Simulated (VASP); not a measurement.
# BN (P6_3/mmc) in VASP: further runs, part 2 of 2

VASP 6.6.1. Earlier steps stand in the parts before.

**4. Dielectric tensor, PBE**

INCAR reads:

```
PREC     = Accurate       # precision mode
ENCUT    = 520            # plane-wave cutoff, eV
EDIFF    = 1E-8           # SCF threshold, eV
ISMEAR   = 0              # smearing method
SIGMA    = 0.01           # smearing width, eV
LREAL    = False          # projectors in reciprocal space
LASPH    = True           # aspherical terms in the spheres
NELM     = 100            # most SCF steps
ALGO     = Normal         # electronic algorithm
ISIF     = 2              # what is computed and relaxed
LWAVE    = False          # write WAVECAR
LCHARG   = False          # write CHGCAR
GGA      = PE             # functional
LEPSILON = True           # dielectric tensor by DFPT
```

KPOINTS reads:

```
Automatic mesh
0
Gamma
  12 12 4
```

POSCAR reads:

```
BN
1.0
    2.4982400000      0.0000000000      0.0000000000
   -1.2491200000      2.1635393048      0.0000000000
    0.0000000000      0.0000000000      6.6357000000
N B
2 2
Direct
    0.6666666667      0.3333333333      0.2500000000
    0.3333333333      0.6666666667      0.7500000000
    0.6666666667      0.3333333333      0.7500000000
    0.3333333333      0.6666666667      0.2500000000
```

Potentials or basis: VASP PAW PBE potentials, release 64 (N, B).

The run is started by

```bash
> cat potpaw_PBE.64/N/POTCAR potpaw_PBE.64/B/POTCAR > POTCAR
> mpirun -np 1 vasp_std > vasp.out
```

OUTCAR:

```text
PREC = Accurate
   ENCUT = 520
   EDIFF = 1E-8
   ISMEAR = 0
   LREAL = False
   LASPH = True
   NELM = 100
   ISIF = 2
   GGA = PE
   LEPSILON = True

 ion  position               nearest neighbor table
   1  0.667  0.333  0.250-   4 1.44   4 1.44   4 1.44
   2  0.333  0.667  0.750-   3 1.44   3 1.44   3 1.44
   3  0.667  0.333  0.750-   2 1.44   2 1.44   2 1.44
   4  0.333  0.667  0.250-   1 1.44   1 1.44   1 1.44

  LATTYP: Found a hexagonal cell.
 ALAT       =     2.4982400000
 C/A-ratio  =     2.6561499296

  Lattice vectors:

 A1 = (   2.4982400000,   0.0000000000,   0.0000000000)
 A2 = (  -1.2491200000,   2.1635393048,   0.0000000000)
 A3 = (   0.0000000000,   0.0000000000,   6.6357000000)

Analysis of symmetry for initial positions (statically):
=====================================================================
 Subroutine PRICEL returns:
 Original cell was already a primitive cell.

 Routine SETGRP: Setting up the symmetry group for a
 hexagonal supercell.

 Subroutine GETGRP returns: Found 24 space group operations
 (whereof 12 operations were pure point group operations)
[... 592 lines left out ...]

  energy without entropy =       -0.18681291

------------------------ aborting loop because EDIFF is reached ----------------------------------------

 PIEZOELECTRIC TENSOR FIELD DIRECTION 3  (e Angst)
 -----------------------------------------------------------------------------
    -0.00023  0.00000  0.00000           ( -0.00000  0.00000  0.00000)
     0.00000 -0.00023  0.00000           (  0.00000 -0.00000 -0.00000)
     0.00000 -0.00000  0.00021           (  0.00000 -0.00000 -0.00001)

 PIEZOELECTRIC TENSOR FIELD DIRECTION 3  (C/m^2)
 -----------------------------------------------------------------------------
    -0.00010  0.00000  0.00000
     0.00000 -0.00010  0.00000
     0.00000 -0.00000  0.00009

 MACROSCOPIC STATIC DIELECTRIC TENSOR (including local field effects in DFT)
 ------------------------------------------------------
           4.745835    -0.000000     0.000000
           0.000000     4.745835     0.000000
           0.000000    -0.000000     2.689777
 ------------------------------------------------------

 PIEZOELECTRIC TENSOR (including local field effects)  for field in x, y, z        (e  Angst)
          XX          YY          ZZ          XY          YZ          ZX
  --------------------------------------------------------------------------------
  x     0.00000     0.00000     0.00000     0.00000     0.00000     0.00000
  y     0.00000     0.00000     0.00000     0.00000     0.00000     0.00000
  z     0.00000     0.00000     0.00000     0.00000     0.00000     0.00000

 PIEZOELECTRIC TENSOR (including local field effects)  for field in x, y, z        (C/m^2)
          XX          YY          ZZ          XY          YZ          ZX
  --------------------------------------------------------------------------------
  x     0.00000     0.00000     0.00000     0.00000     0.00000     0.00000
  y     0.00000     0.00000     0.00000     0.00000     0.00000     0.00000
  z     0.00000     0.00000     0.00000     0.00000     0.00000     0.00000

 BORN EFFECTIVE CHARGES (including local field effects) (in |e|, cummulative output)
 ---------------------------------------------------------------------------------
 ion    1
    1    -2.70852     0.00000     0.00000
    2     0.00000    -2.70852     0.00000
    3     0.00000     0.00000    -0.74613
 ion    2
    1    -2.70852     0.00000     0.00000
    2     0.00000    -2.70852     0.00000
    3    -0.00000     0.00000    -0.74613
 ion    3
    1     2.70852     0.00000     0.00000
    2     0.00000     2.70852     0.00000
    3     0.00000     0.00000     0.74613
 ion    4
    1     2.70852     0.00000     0.00000
    2     0.00000     2.70852     0.00000
    3     0.00000    -0.00000     0.74613
```

OSZICAR:

```text
N       E                     dE             d eps       ncg     rms          rms(c)
DAV:   1     0.616907289261E+02    0.61691E+02   -0.84188E+03  1368   0.124E+03
DAV:   2    -0.345797720715E+02   -0.96271E+02   -0.88701E+02  2048   0.260E+02
DAV:   3    -0.387125844819E+02   -0.41328E+01   -0.41122E+01  1756   0.576E+01
DAV:   4    -0.387523967199E+02   -0.39812E-01   -0.39795E-01  1680   0.622E+00
[... 11 lines left out ...]
RMM:   6    -0.186519363480E+00   -0.18060E-03   -0.14143E-05  2312   0.217E-02    0.572E-03
RMM:   7    -0.186794958518E+00   -0.27560E-03   -0.23527E-06  2288   0.131E-02    0.106E-03
RMM:   8    -0.186819083336E+00   -0.24125E-04   -0.15326E-07  2271   0.270E-03    0.338E-04
RMM:   9    -0.186814023582E+00    0.50598E-05   -0.19596E-08  2351   0.987E-04    0.343E-05
RMM:  10    -0.186812523666E+00    0.14999E-05   -0.30877E-09  2046   0.167E-04    0.151E-05
RMM:  11    -0.186812906351E+00   -0.38269E-06   -0.25085E-09  1390   0.856E-05    0.393E-06
```

stdout:

```text
POSCAR found type information on POSCAR N B
 POSCAR found :  2 types and       4 ions
 scaLAPACK will be used
 LDA part: xc-table for (Slater+PW92), standard interpolation
 POSCAR, INCAR and KPOINTS ok, starting setup
 FFT: planning ... GRIDC
 FFT: planning ... GRID_SOFT
 FFT: planning ... GRID
 WAVECAR not read
 entering main loop
 Linear response reoptimize wavefunctions to high precision
 Linear response G [H, r] |phi>, progress :
  Direction:   1
 Linear response G [H, r] |phi>, progress :
  Direction:   2
 Linear response G [H, r] |phi>, progress :
  Direction:   3
 Linear response to external field (no local field effect), progress :
  Direction:   1
 dielectric tensor                  component  1 :     5.250     1.053    -0.103
 Linear response to external field (no local field effect), progress :
  Direction:   2
 dielectric tensor                  component  2 :     1.053     4.419    -0.133
 Linear response to external field (no local field effect), progress :
  Direction:   3
 dielectric tensor                  component  3 :    -0.103    -0.133     3.013
 Linear response to external field, progress :
  Direction:   1
 dielectric tensor                  component  1 :     4.746     0.183     0.026
 Linear response to external field, progress :
  Direction:   2
 dielectric tensor                  component  2 :     0.183     4.746    -0.108
 Linear response to external field, progress :
  Direction:   3
 dielectric tensor                  component  3 :    -0.103    -0.133     2.690
 Born effective charges drift removed
```

It took 2.6 min on 1 thread of Intel Xeon Platinum 8488C (Sapphire Rapids), shared host; peak memory 0.26 GiB.

What came out:

* Band gap on the k mesh: 4.29 eV, indirect (least direct gap 4.66 eV)
* Electronic dielectric tensor (diagonal): 4.75, 4.75, 2.69
* Born charges (mean of the diagonal): N -2.05; B +2.05 e

Electronic dielectric tensor:
```
4.75 0.00 0.00
0.00 4.75 0.00
0.00 0.00 2.69
```

Born effective charge tensors (e):
atom 1, N
```
-2.71  0.00  0.00
 0.00 -2.71  0.00
 0.00  0.00 -0.75
```
atom 2, N
```
-2.71  0.00  0.00
 0.00 -2.71  0.00
 0.00  0.00 -0.75
```
atom 3, B
```
2.71 0.00 0.00
0.00 2.71 0.00
0.00 0.00 0.75
```
atom 4, B
```
2.71 0.00 0.00
0.00 2.71 0.00
0.00 0.00 0.75
```

 A k mesh can miss the band edges.
